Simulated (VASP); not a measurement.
# MgO (Fm-3m) in VASP: notebook, part 2 of 2

VASP 6.6.1. Earlier steps stand in the parts before.

## Step 5: Single point, r2SCAN

This run uses another cell than the first one, of 9.29 Å³/atom.

POSCAR reads:

```
MgO
1.0
    0.0000000000      2.1021674163      2.1021674163
    2.1021674163      0.0000000000      2.1021674163
    2.1021674163      2.1021674163      0.0000000000
Mg O
1 1
Direct
    0.0000000000      0.0000000000      0.0000000000
    0.5000000000      0.5000000000      0.5000000000
```

INCAR.step1 reads:

```
PREC     = Accurate       # precision mode
ENCUT    = 920            # plane-wave cutoff, eV
ISMEAR   = 0              # smearing method
SIGMA    = 0.01           # smearing width, eV
LREAL    = F              # projectors in reciprocal space
LASPH    = T              # aspherical terms in the spheres
NELM     = 120            # most SCF steps
NBANDS   = 15             # bands
GGA      = PE             # functional
ALGO     = Normal         # electronic algorithm
EDIFF    = 1E-5           # SCF threshold, eV
LWAVE    = T              # write WAVECAR
LCHARG   = F              # write CHGCAR
GGA_COMPAT= F
```

INCAR.step2 reads:

```
PREC     = Accurate       # precision mode
ENCUT    = 920            # plane-wave cutoff, eV
EDIFF    = 1E-6           # SCF threshold, eV
ISMEAR   = 0              # smearing method
SIGMA    = 0.01           # smearing width, eV
LREAL    = F              # projectors in reciprocal space
LASPH    = T              # aspherical terms in the spheres
NELM     = 120            # most SCF steps
ALGO     = Normal         # electronic algorithm
ISIF     = 2              # what is computed and relaxed
LWAVE    = F              # write WAVECAR
LCHARG   = F              # write CHGCAR
METAGGA  = R2SCAN         # meta-GGA
LMIXTAU  = T            
NBANDS   = 15             # bands
ISTART   = 1            
GGA_COMPAT= F
```

KPOINTS reads:

```
Automatic mesh
0
Gamma
  8 8 8
```

Potentials or basis: VASP PAW PBE potentials, release 64 (Mg_sv, O).

Started as:

```bash
cat potpaw_PBE.64/Mg_sv/POTCAR potpaw_PBE.64/O/POTCAR > POTCAR
cp INCAR.step1 INCAR
mpirun -np 1 vasp_std > vasp.out
cp INCAR.step2 INCAR
mpirun -np 1 vasp_std > vasp.out
```

OUTCAR:

```text
PREC = Accurate
   ENCUT = 920
   EDIFF = 1E-6
   ISMEAR = 0
   LREAL = F
   LASPH = T
   NELM = 120
   ISIF = 2
   METAGGA = R2SCAN
   ISTART = 1

 ion  position               nearest neighbor table
   1  0.000  0.000  0.000-   2 2.10   2 2.10   2 2.10   2 2.10   2 2.10   2 2.10
   2  0.500  0.500  0.500-   1 2.10   1 2.10   1 2.10   1 2.10   1 2.10   1 2.10

  LATTYP: Found a face centered cubic cell.
 ALAT       =     4.2043348326

  Lattice vectors:

 A1 = (   0.0000000000,   2.1021674163,   2.1021674163)
 A2 = (   2.1021674163,   0.0000000000,   2.1021674163)
 A3 = (   2.1021674163,   2.1021674163,   0.0000000000)

Analysis of symmetry for initial positions (statically):
=====================================================================
 Subroutine PRICEL returns:
 Original cell was already a primitive cell.

 Routine SETGRP: Setting up the symmetry group for a
 face centered cubic supercell.

 Subroutine GETGRP returns: Found 48 space group operations
 (whereof 48 operations were pure point group operations)
 out of a pool of 48 trial point group operations.

The static configuration has the point symmetry O_h .

Analysis of symmetry for dynamics (positions and initial velocities):
=====================================================================
 Subroutine PRICEL returns:
 Original cell was already a primitive cell.

 Routine SETGRP: Setting up the symmetry group for a
 face centered cubic supercell.

 Subroutine GETGRP returns: Found 48 space group operations
 (whereof 48 operations were pure point group operations)
 out of a pool of 48 trial point group operations.

The dynamic configuration has the point symmetry O_h .

 Subroutine INISYM returns: Found 48 space group operations
 (whereof 48 operations are pure point group operations),
 and found     1 'primitive' translations

----------------------------------------------------------------------------------------

                                     Primitive cell

  volume of cell :      18.5794

  direct lattice vectors                    reciprocal lattice vectors
     0.000000000  2.102167416  2.102167416    -0.237849753  0.237849753  0.237849753
     2.102167416  0.000000000  2.102167416     0.237849753 -0.237849753  0.237849753
     2.102167416  2.102167416  0.000000000     0.237849753  0.237849753 -0.237849753

  length of vectors
     2.972913671  2.972913671  2.972913671     0.411967856  0.411967856  0.411967856

  position of ions in fractional coordinates (direct lattice)
     0.000000000  0.000000000  0.000000000
     0.500000000  0.500000000  0.500000000

  ion indices of the primitive-cell ions
   primitive index   ion index
                 1           1
                 2           2

----------------------------------------------------------------------------------------

 KPOINTS: Automatic mesh

Automatic generation of k-mesh.
 Grid dimensions read from file:
 generate k-points for:    8    8    8

 Generating k-lattice:

  Cartesian coordinates                     Fractional coordinates (reciprocal lattice)
    -0.029731219  0.029731219  0.029731219     0.125000000  0.000000000  0.000000000
     0.029731219 -0.029731219  0.029731219     0.000000000  0.125000000  0.000000000
     0.029731219  0.029731219 -0.029731219     0.000000000  0.000000000  0.125000000

  Length of vectors
     0.051495982  0.051495982  0.051495982

  Shift w.r.t. Gamma in fractional coordinates (k-lattice)
     0.000000000  0.000000000  0.000000000

 Subroutine IBZKPT returns following result:
 ===========================================

 Found     29 irreducible k-points:

 Following reciprocal coordinates:
            Coordinates               Weight
  0.000000  0.000000  0.000000      1.000000
  0.125000  0.000000  0.000000      8.000000
  0.250000  0.000000  0.000000      8.000000
  0.375000  0.000000  0.000000      8.000000
  0.500000  0.000000  0.000000      4.000000
  0.125000  0.125000  0.000000      6.000000
[... 16 lines left out ...]
  0.500000  0.250000  0.125000     48.000000
 -0.375000  0.250000  0.125000     24.000000
 [... further k-points ...]
   k-points           NKPTS =     29   k-points in BZ     NKDIM =     29   number of bands    NBANDS=     15
   number of dos      NEDOS =    301   number of ions     NIONS =      2
   total plane-waves  NPLWV =  27000
   dimension x,y,z NGX =    30 NGY =   30 NGZ =   30
   dimension x,y,z NGXF=    60 NGYF=   60 NGZF=   60
   ions per type =               1   1
   NGX,Y,Z   is equivalent  to a cutoff of  16.78, 16.78, 16.78 a.u.
   NGXF,Y,Z  is equivalent  to a cutoff of  33.55, 33.55, 33.55 a.u.
 SYSTEM =  unknown system
   PREC   = accura    normal or accurate (medium, high low for compatibility)
   ISTART =      1    job   : 0-new  1-cont  2-samecut
   ICHARG =      0    charge: 1-file 2-atom 10-const
   ISPIN  =      1    spin polarized calculation?
   LNONCOLLINEAR =      F non collinear calculations
   LSORBIT =      F    spin-orbit coupling
   LASPH  =      T    aspherical Exc in radial PAW
   ENCUT  =  920.0 eV  67.62 Ry    8.22 a.u.   7.35  7.35  7.35*2*pi/ulx,y,z
   NELM   =    120;   NELMIN=  2; NELMDL=  0     # of ELM steps
   EDIFF  = 0.1E-05   stopping-criterion for ELM
   LREAL  =      F    real-space projection
[... 7 lines left out ...]
   TEBEG  =    0.0;   TEEND  =   0.0 temperature during run
   PSTRESS=    0.0 pullay stress
   NELECT =      16.0000    total number of electrons
   NUPDOWN=      -1.0000    fix difference up-down
   EMIN   =  10.00;   EMAX   =-10.00  energy-range for DOS
   EFERMI =   0.00;   METHOD = LEGACY
   ISMEAR =     0;   SIGMA  =   0.01  broadening in eV -4-tet -1-fermi 0-gaus
   EFERMI_NEDOS =   21; number of points for ismear=-14 and -15
   IALGO  =     38    algorithm
   IMIX   =      4    mixing-type and parameters
     AMIX     =   0.40;   BMIX     =  1.00
     AMIX_MAG =   1.60;   BMIX_MAG =  1.00
  volume/ion in A,a.u.               =       9.29        62.69
  Fermi-wavevector in a.u.,A,eV,Ry     =   1.557534  2.943312 33.006537  2.425912
  Thomas-Fermi vector in A             =   2.661170
   LORBIT       =      0    0 simple, 1 ext, 2 COOP (PROOUT), +10 PAW based schemes
   METAGGA = R2SCAN    functional components
   LHFCALC =     F    Hartree Fock is set to
   AEXX    =    0.0000 exact exchange contribution
   IVDW    =     0    specifies the selected vdW correction
   LEPSILON=     F    determine dielectric tensor
   LRPA    =     F    only Hartree local field effects (RPA)
 non-spin polarized calculation
 Gauss-broadening in eV      SIGMA  =   0.01
  energy-cutoff  :      920.00
  volume of cell :       18.58
 maximum number of plane-waves:      1243
 NGX is ok and might be reduce to    30
   NGX = 15   NGY = 15   NGZ = 15

 number of electron      15.9999999 magnetization

 Free energy of the ion-electron system (eV)
  ---------------------------------------------------
  ext. energy  EPLUGINS =         0.00000000
  ---------------------------------------------------
  free energy    TOTEN  =       -16.15464637 eV

  energy without entropy =      -16.15464637  energy(sigma->0) =      -16.15464637

 E-fermi :   2.6528     XC(G=0): -12.0718

 val. band max:        2.5442118955   @ k =   0.0000   0.0000   0.0000
 cond. band min:       8.2454083250   @ k =   0.0000   0.0000   0.0000
 fundamental gap:      5.7011964294
 Fermi energy:         2.6527771877

 k-point     1 :       0.0000    0.0000    0.0000
  band No.  band energies     occupation
      1     -72.4067      2.00000
      2     -37.4925      2.00000
      3     -37.4925      2.00000
      4     -37.4925      2.00000
      5     -15.6710      2.00000
      6       2.5442      2.00000
      7       2.5442      2.00000
      8       2.5442      2.00000
      9       8.2454      0.00000
     10      19.4390      0.00000
     11      19.4390      0.00000
     12      19.4390      0.00000
     13      23.5609      0.00000
     14      25.3989      0.00000
     15      25.3989      0.00000
[... 397 lines left out ...]
 k-point    24 :      -0.3750    0.2500    0.1250
  band No.  band energies     occupation
      1     -72.3967      2.00000
      2     -37.5653      2.00000
      3     -37.5218      2.00000
      4     -37.5081      2.00000
      5     -14.2472      2.00000
      6      -1.4585      2.00000
      7       0.5996      2.00000
      8       1.5324      2.00000
      9      13.2364      0.00000
     10      15.9580      0.00000
     11      17.3426      0.00000
     12      20.8096      0.00000
     13      24.4325      0.00000
     14      26.1881      0.00000
     15      30.4701      0.00000

 [... further k-points ...]
[... 5 lines left out ...]
  --------------------------------------------------------------------------------------
  -------------------------------------------------------------------------------------
  Total        0.0577389      0.0577389      0.0577389      0.0000000      0.0000000     -0.0000000
  in kB        4.9790559      4.9790559      4.9790559      0.0000000      0.0000000     -0.0000000
  external PRESSURE =       4.9790559 kB  Pullay stress =       0.0000000 kB

 VOLUME and BASIS-vectors are now :
 -----------------------------------------------------------------------------
  energy-cutoff  :      920.00
  volume of cell :       18.58
      direct lattice vectors                 reciprocal lattice vectors
     0.000000000  2.102167416  2.102167416    -0.237849753  0.237849753  0.237849753
     2.102167416  0.000000000  2.102167416     0.237849753 -0.237849753  0.237849753
     2.102167416  2.102167416  0.000000000     0.237849753  0.237849753 -0.237849753

 POSITION                                       TOTAL-FORCE (eV/Angst)
 -----------------------------------------------------------------------------------
      0.00000      0.00000      0.00000         0.000000     -0.000000      0.000000
      2.10217      2.10217      2.10217        -0.000000      0.000000     -0.000000
 -----------------------------------------------------------------------------------
    total drift:                                0.000000      0.000000      0.000000

  FREE ENERGIE OF THE ION-ELECTRON SYSTEM (eV)
  ---------------------------------------------------
  free  energy   TOTEN  =       -16.1546463728 eV

  energy  without entropy=      -16.1546463728  energy(sigma->0) =      -16.15464637
```

Run time: 87 s. Hardware: 1 thread of Intel Xeon 6975P-C (Granite Rapids), shared host; peak memory 0.17 GiB.

Results:

```
Free energy            : -16.1546 eV
Pressure               : 0.5 GPa
Band gap on the k mesh : 5.70 eV
```

Caveat: the PAW data sets were made with another functional, which shifts forces and pressure a little.

## Step 6: Single point, r2SCAN

This run uses another cell than the first one, of 9.29 Å³/atom.

POSCAR is that of step 5.

INCAR.step1 reads:

```
SYSTEM = MgO
PREC = Accurate
ENCUT = 920
ISMEAR = 0
SIGMA = 0.01
LREAL = .FALSE.
LASPH = .TRUE.
NELM = 120
NBANDS = 15
GGA = PE
ALGO = Normal
EDIFF = 1E-5
LWAVE = .TRUE.
LCHARG = .FALSE.
GGA_COMPAT = .FALSE.
```

INCAR.step2 reads:

```
SYSTEM = MgO
PREC = Accurate
ENCUT = 920
EDIFF = 1E-6
ISMEAR = 0
SIGMA = 0.01
LREAL = .FALSE.
LASPH = .TRUE.
NELM = 120
ALGO = Normal
ISIF = 2
LWAVE = .FALSE.
LCHARG = .FALSE.
METAGGA = R2SCAN
LMIXTAU = .TRUE.
NBANDS = 15
ISTART = 1
GGA_COMPAT = .FALSE.
```

KPOINTS reads:

```
Automatic mesh
0
G
  10 10 10
  0 0 0
```

Potentials or basis: VASP PAW PBE potentials, release 64 (Mg_sv, O).

Started as:

```bash
cat potpaw_PBE.64/Mg_sv/POTCAR potpaw_PBE.64/O/POTCAR > POTCAR
cp INCAR.step1 INCAR
mpirun -np 1 vasp_std > vasp.out
cp INCAR.step2 INCAR
mpirun -np 1 vasp_std > vasp.out
```

Run time: 1.9 min. Hardware: 1 thread of Intel Xeon Platinum 8375C at 2.90GHz (Ice Lake), shared host; peak memory 0.18 GiB.

It converged, with:

| Item | Value |
| --- | --- |
| Free energy | -16.1547 eV |
| Pressure | 0.5 GPa |
| Band gap on the k mesh | 5.70 eV |

Levels at points of the mesh, in eV from the valence-band top:
| k point | band 5 | band 6 | band 7 | band 8 | band 9 | band 10 | band 11 | band 12 |
| --- | --- | --- | --- | --- | --- | --- | --- | --- |
| (0.00, 0.00, 0.00) | -18.22 | 0.00 | 0.00 | 0.00 | 5.70 | 16.89 | 16.89 | 16.89 |
| (0.50, 0.00, 0.00) | -16.92 | -4.62 | -0.68 | -0.68 | 8.87 | 13.91 | 17.57 | 17.57 |
| (0.50, 0.50, 0.00) | -16.71 | -4.09 | -1.37 | -1.37 | 10.05 | 11.22 | 14.38 | 20.55 |

Caveat: the PAW data sets were made with another functional, which shifts forces and pressure a little.

## Step 7: The runs side by side

```csv
cell,k mesh,gap on the mesh (eV),pressure (GPa)
"a = 3.002 Å, angles 60.0°, 2 atoms",8 × 8 × 8,5.41,-4.1
"a = 3.031 Å, angles 60.0°, 2 atoms",8 × 8 × 8,5.13,-8.0
"a = 2.943 Å, angles 60.0°, 2 atoms",8 × 8 × 8,6.02,5.9
"a = 2.973 Å, angles 60.0°, 2 atoms",8 × 8 × 8,5.70,0.5
"a = 2.973 Å, angles 60.0°, 2 atoms",10 × 10 × 10,5.70,0.5
```

Alike in all rows: task single point; level r2SCAN; potentials or basis VASP PAW PBE potentials, release 64 (Mg_sv, O); no spin polarisation; cutoff (eV) 920; smearing gaussian 0.01 eV.

Caveats: the PAW data sets were made with another functional, which shifts forces and pressure a little; the cell stands under tension (at least some runs); the cell stands under pressure (at least some runs).

Total energies depend on the potentials used, so only differences within one code and one set of settings carry meaning.
